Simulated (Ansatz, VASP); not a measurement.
# Two plane-wave programs on Ge2Sb3Se

```
Ge Sb Se
1.0
     5.73161    0.00000    0.00000
     0.00000    5.73161    0.00000
     0.00000    0.00000    5.64452
Ge Sb Se
2 3 1
Cartesian
  0.0000 2.8658 2.8223
  2.8658 0.0000 2.8223
  2.8658 2.8658 2.8223
  0.0000 2.8658 0.0000
  2.8658 0.0000 0.0000
  2.8658 2.8658 0.0000
```

Alike in both runs: task relaxation of cell and atoms; functional PBE; k mesh 4 × 4 × 4; occupations gaussian, width 0.1 eV; no spin polarisation.

|  | VASP | Ansatz |
| --- | --- | --- |
| version | VASP 6.6.1 | Ansatz 0.2.0 |
| potentials or method | VASP PAW PBE potentials, release 64 (Ge_d, Sb, Se), cutoff 600 eV | scalar-relativistic, plane waves, PAW |
| valence electrons in the cell | 49 | 89 |

Ansatz gave:

| Property | Result |
| --- | --- |
| gap on the k mesh at the Fermi level, each at its own relaxed structure (eV) | none |
| relaxed volume (Å³/atom) | 31.67 |
| relaxed length of the cell vector where the two differ most in proportion (Å) | 5.692 |

Q: What did VASP give for the same quantities?

A: gap on the k mesh at the Fermi level, each at its own relaxed structure (eV): none; relaxed volume (Å³/atom): 31.65; relaxed length of the cell vector where the two differ most in proportion (Å): 5.688.

A gap of «none» marks a metal or a gap that the smearing closes. VASP's potentials hold 49 valence electrons a cell and Ansatz's 89, so a difference there can come from the potentials and not from the codes.

Spin-orbit coupling is off throughout.
